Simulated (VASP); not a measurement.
Ti5H: single point with PBE

Ti5H, a slab with vacuum:

```xyz
6
Lattice="2.9382 0.0000 0.0000 -1.4691 2.5445 0.0000 0.0000 0.0000 24.7117" Properties=species:S:1:pos:R:3 pbc="T T T"
Ti    1.4691    0.8482    4.0000
Ti    0.0000    1.6963    6.3252
Ti    1.4691    0.8482    8.6657
Ti    0.0000    1.6963   11.0601
Ti    1.4691    0.1200   13.4626
H     1.4691    1.6963   14.4882
```

```yaml
Program: VASP 6.6.1
Task: single point
Functional: PBE
Potentials_or_basis: VASP PAW PBE potentials, release 64 (Ti_sv, H)
Cutoff: 520 eV
k_mesh: 9 × 9 × 1
Occupations: gaussian, width 0.1 eV
Spin: no spin polarisation
Dipole_correction: yes
Further_INCAR_settings: ALGO = Normal; EDIFF = 1e-07; NBANDS = 40
```

- Largest force: 0.611 eV/Å
- Band gap on the k mesh: zero (an odd number of electrons rules out a gap without spin polarisation)

Forces on the atoms (eV/Å):
```
Ti   0.000 -0.001  0.545
Ti   0.000 -0.005 -0.542
Ti   0.000 -0.048  0.371
Ti   0.000 -0.488 -0.369
Ti   0.000 -0.014 -0.011
H    0.000  0.556  0.006
```

Levels at points of the mesh, in eV from the Fermi level:
```tsv
k point	band 27	band 28	band 29	band 30	band 31	band 32	band 33	band 34	band 35	band 36
(0.00, 0.00, 0.00)	-0.17	-0.08	0.21	0.50	0.68	0.73	0.73	0.76	0.78	0.90
```

It took 3.7 min on 1 thread of Intel(R) Xeon(R) 6975P-C (Granite Rapids), with other jobs on the host, peak memory 0.39 GiB.
